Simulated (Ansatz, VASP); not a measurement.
## One calculation of Co, two programs

```
CELL_PARAMETERS angstrom
2.41347 0.00000 0.00000
-1.20673 2.09012 0.00000
0.00000 0.00000 7.83079
ATOMIC_POSITIONS crystal
Co 0.00000 0.00000 0.00000
Co 0.00000 0.00000 0.50000
Co 0.33333 0.66667 0.25000
Co 0.66667 0.33333 0.75000
```

Alike in both runs: task single point; functional RPBE; k mesh 16 × 16 × 5; occupations fermi-dirac, width 0.05 eV; collinear spin.

|  | VASP | Ansatz |
| --- | --- | --- |
| version | VASP 6.6.1 | Ansatz 0.2.0 |
| potentials or method | VASP PAW PBE potentials, release 64 (Co), cutoff 520 eV | plane waves (420 eV) with PAW, scalar-relativistic |
| valence electrons in the cell | 36 | 68 |

Ansatz gave:

| Quantity | Value |
| --- | --- |
| net moment per atom (μB) | 1.57 |
| size of the moment on the site where the two differ most (μB) | 1.65 |

Question: Which values does VASP return?

Answer: net moment per atom (μB): 1.56; size of the moment on the site where the two differ most (μB): 1.58.

VASP's potentials were made for PBE, not for RPBE. Site moments also hang on the region over which each program counts them. The functional is the same, so the differences come from potentials, cutoffs and numerics. VASP's potentials hold 36 valence electrons a cell and Ansatz's 68, so a difference there can come from the potentials and not from the codes.
